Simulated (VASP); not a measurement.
Input of a VASP 6.6.1 run:

INCAR

```
ALGO = Normal
EDIFF = 1E-6
ENCUT = 520
GGA = PE
ISIF = 2
ISMEAR = -1
IVDW = 12
LASPH = True
LCHARG = False
LREAL = Auto
LWAVE = False
NBANDS = 40
NELM = 60
PREC = Accurate
SIGMA = 0.05
```

File KPOINTS:

```
k-points
0
Gamma
  1 1 1
```

POSCAR

```
H6C
1.0
    7.1919660000      0.0000000000      0.0000000000
    0.0000000000      7.1919660000      0.0000000000
    0.0000000000      0.0000000000      7.1919660000
H C
24 4
Direct
    0.4111393185      0.5997386528      0.2313136631
    0.5178695227      0.6008510051      0.2451902581
    0.6833875466      0.6142270417      0.8837639110
    0.7707906294      0.6618496250      0.8315667788
    0.3300210262      0.9783694751      0.4714844314
    0.2562720680      1.0500049639      0.4982365045
    0.6352226915      0.0761266113      0.5997247484
    0.6567745176      0.0939381527      0.6972363329
    0.3846931423      0.5746829170      0.7313021224
    0.1385712891      0.5169240233      0.6956234220
    0.2061466920      0.7129622137      0.8135327670
    0.2296868478      0.4854444529      0.9130882988
    0.1529623472     -0.0381675887     -0.0066741139
    0.2557576051      0.1666025674      0.1103314448
    0.2113886523      0.1550480077     -0.1328009615
    0.3974156719      0.0144466756     -0.0460374813
    0.9642008875      0.1309794846      0.2465389853
    0.7079983415      0.1224421806      0.2473176319
    0.8499623052     -0.0714408272      0.1599840711
    0.8441919775      0.1418944417      0.0339267455
   -0.1749869229      0.6218883682      0.2439388618
   -0.1405040013      0.7301897701      0.4732920039
    0.0583706875      0.7050923211      0.3065225837
   -0.0517382869      0.5065096248      0.4075102691
    0.2453153978      0.5744326378      0.7913691472
    0.2552987598      0.0779758970     -0.0145161977
    0.8370868272      0.0827729163      0.1713856823
   -0.0743468476      0.6447472082      0.3594427449
```

Potentials or basis: VASP PAW PBE potentials, release 64 (H, C).

Command:

```sh
$ cat potpaw_PBE.64/H/POTCAR potpaw_PBE.64/C/POTCAR > POTCAR
$ mpirun -np 1 vasp_gam > vasp.out
```

(1) Predict the pressure.

(2) What does it give for the dispersion energy per atom?

(3) What does it give for the largest force?

(4) Predict the band gap on the k mesh.

## Answers

(1) -0.7 GPa.

(2) -0.022 eV.

(3) 1.926 eV/Å.

(4) 7.89 eV.

Caveat: the k points lie up to 0.87 Å⁻¹ apart.
